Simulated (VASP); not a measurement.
Set up this calculation in VASP 6.6.1, as the native input.

* Task: single point
* Functional: r2SCAN
* Potentials or basis: VASP PAW PBE potentials, release 64 (Pt)
* Cutoff: 520 eV
* k mesh: 18 × 18 × 10
* Occupations: gaussian, width 0.15 eV
* Spin: no spin polarisation
* Dipole correction: no
* Further INCAR settings: ALGO = Normal; EDIFF = 1e-07; NBANDS = 17

Pt:

```
Pt
1.0
     2.98152    0.00000    0.00000
    -1.49076    2.58207    0.00000
     0.00000    0.00000    5.17550
Pt
2
Direct
  0.66667 0.33333 0.75000
  0.33333 0.66667 0.25000
```

This cell differs from its parent crystal: strain +0.080 along x and y, +0.080 along z.

One way to write it, as run:

POSCAR

```
Pt
1.0
    2.9815188650      0.0000000000      0.0000000000
   -1.4907594325      2.5820710790      0.0000000000
    0.0000000000      0.0000000000      5.1755047200
Pt
2
Direct
    0.6666666667      0.3333333333      0.7500000000
    0.3333333333      0.6666666667      0.2500000000
```

INCAR.step1

```
  PREC = Accurate
  ENCUT = 520
  ISMEAR = 0
  SIGMA = 0.15
  LREAL = F
  LASPH = T
  NELM = 100
  NBANDS = 17
  GGA = PE
  ALGO = Normal
  EDIFF = 1E-4
  LWAVE = T
  LCHARG = F
```

INCAR.step2

```
  PREC = Accurate
  ENCUT = 520
  EDIFF = 1E-7
  ISMEAR = 0
  SIGMA = 0.15
  LREAL = F
  LASPH = T
  NELM = 100
  ALGO = Normal
  ISIF = 2
  LWAVE = F
  LCHARG = F
  METAGGA = R2SCAN
  LMIXTAU = T
  NBANDS = 17
  ISTART = 1
```

KPOINTS

```
Automatic mesh
0
Gamma
  18 18 10
```

Potentials or basis: VASP PAW PBE potentials, release 64 (Pt).

Command:

```sh
$ cat potpaw_PBE.64/Pt/POTCAR > POTCAR
$ cp INCAR.step1 INCAR
$ mpirun -np 1 vasp_std > vasp.out
$ cp INCAR.step2 INCAR
$ mpirun -np 1 vasp_std > vasp.out
```

Results of the run:

```
Pressure               : -33.2 GPa
Band gap on the k mesh : zero (bands 10 and 11 overlap by 0.92 eV)
```

Caveat: the cell differs from its parent crystal (strain +0.080 along x and y, +0.080 along z); the stress differs along the axes, from -35 to -30 GPa; the PAW data sets were made with another functional, which shifts forces and pressure a little; spin-orbit coupling is left out, which moves the levels of the heavy elements.

It took 3 min on 1 thread of Intel(R) Xeon(R) 6975P-C (Granite Rapids), on a shared host, peak memory 0.27 GiB.
